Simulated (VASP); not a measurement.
A run of VASP 6.6.1 is set up as follows.

Contents of INCAR:

```
PREC = Accurate
ENCUT = 520
EDIFF = 1E-6
ISMEAR = 0
SIGMA = 0.02
LREAL = F
LASPH = T
NELM = 100
ALGO = Normal
ISIF = 2
LWAVE = F
LCHARG = F
GGA = PS
NBANDS = 16
```

File KPOINTS:

```
regular mesh
0
Gamma
  8 8 8
```

The input POSCAR:

```
ZnSe
1.0
    0.0000000000      2.8028350953      2.8028350953
    2.8028350953      0.0000000000      2.8028350953
    2.8028350953      2.8028350953      0.0000000000
Zn Se
1 1
Direct
    0.0000000000      0.0000000000      0.0000000000
    0.7500000000      0.7500000000      0.7500000000
```

Potentials or basis: VASP PAW PBE potentials, release 64 (Zn, Se).

Run with:

```sh
$ cat potpaw_PBE.64/Zn/POTCAR potpaw_PBE.64/Se/POTCAR > POTCAR
$ mpirun -np 1 vasp_std > vasp.out
```

Task: Predict the band gap on the k mesh.

Result: 1.30 eV, direct.

Task: Estimate the pressure.

Result: 1.3 GPa.

Caveat: the PAW data sets were made with another functional, which shifts forces and pressure a little. A hybrid or GW would open this gap; PBEsol tends to underestimate it.
